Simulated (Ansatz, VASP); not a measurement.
**One calculation of ZnS, two programs**

INCAR

```
PREC = Accurate
ENCUT = 500
EDIFF = 1E-6
ISMEAR = 0
SIGMA = 0.01
LREAL = F
LASPH = T
NELM = 120
ALGO = Normal
ISIF = 2
LWAVE = F
LCHARG = F
GGA = PS
NBANDS = 16
GGA_COMPAT = F
```

File KPOINTS:

```
regular mesh
0
Gamma
  8 8 8
```

POSCAR

```
ZnS
1.0
    0.0000000000      2.6783138069      2.6783138069
    2.6783138069      0.0000000000      2.6783138069
    2.6783138069      2.6783138069      0.0000000000
Zn S
1 1
Direct
    0.0000000000      0.0000000000      0.0000000000
    0.2500000000      0.2500000000      0.2500000000
```

Input for Ansatz:

```yaml
crystal:
  lattice:
    - [0.0, 2.6783138069, 2.6783138069]
    - [2.6783138069, 0.0, 2.6783138069]
    - [2.6783138069, 2.6783138069, 0.0]
  atoms:
    - { symbol: Zn, position: [0.0, 0.0, 0.0] }
    - { symbol: S, position: [0.25, 0.25, 0.25] }
basis:
  ecutwfc: 600.0
kpoints:
  mp_grid: { grid: [8, 8, 8] }
  band_path:
    path:
      - [0.0, 0.0, 0.0]
      - [0.0, 0.0, 0.0]
      - [0.5, 0.5, 0.0]
      - [0.5, 0.5, 0.5]
      - [0.0051152026, 0.0051152026, 0.0]
      - [-0.0051152026, -0.0051152026, 0.0]
      - [0.0059065272, 0.0059065272, 0.0059065272]
      - [-0.0059065272, -0.0059065272, -0.0059065272]
      - [0.0051152026, 0.0051152026, 0.0]
      - [-0.0051152026, -0.0051152026, 0.0]
      - [0.5051152026, 0.5051152026, 0.0]
      - [0.4948847974, 0.4948847974, 0.0]
      - [0.5, 0.5051152026, 0.0051152026]
      - [0.5, 0.4948847974, -0.0051152026]
      - [0.5059065272, 0.5059065272, 0.5059065272]
      - [0.4940934728, 0.4940934728, 0.4940934728]
      - [0.4963830056, 0.5036169944, 0.5]
      - [0.5036169944, 0.4963830056, 0.5]
    npoints: 1
hamiltonian:
  xc: pbesol
  pseudopotentials: { kind: paw, azcp: { folder: soft_1 } }
scf:
  occupations: { method: fixed }
  n_extra_bands: 5
output:
  forces: true
  stress: true
  eigenvalues: true
```

Alike in both runs: task single point; functional PBEsol; k mesh 8 × 8 × 8; no spin polarisation.

|  | VASP | Ansatz |
| --- | --- | --- |
| version | VASP 6.6.1 | Ansatz 0.2.0 |
| potentials or method | VASP PAW PBE potentials, release 64 (Zn, S), cutoff 500 eV | scalar-relativistic, plane waves, PAW |
| occupations | gaussian, width 0.01 eV | fixed |
| valence electrons in the cell | 18 | 18 |

VASP gave:

- gap on the k mesh at the Fermi level (eV): 2.09
- least direct gap on the mesh (eV): 2.09
- pressure (GPa): 0.2

**Question.** Estimate Ansatz's values.

**Answer.** gap on the k mesh at the Fermi level (eV): 2.08; least direct gap on the mesh (eV): 2.08; pressure (GPa): 0.0.

VASP's potentials were made for PBE, not for PBEsol, and Ansatz warns of the same on its side.
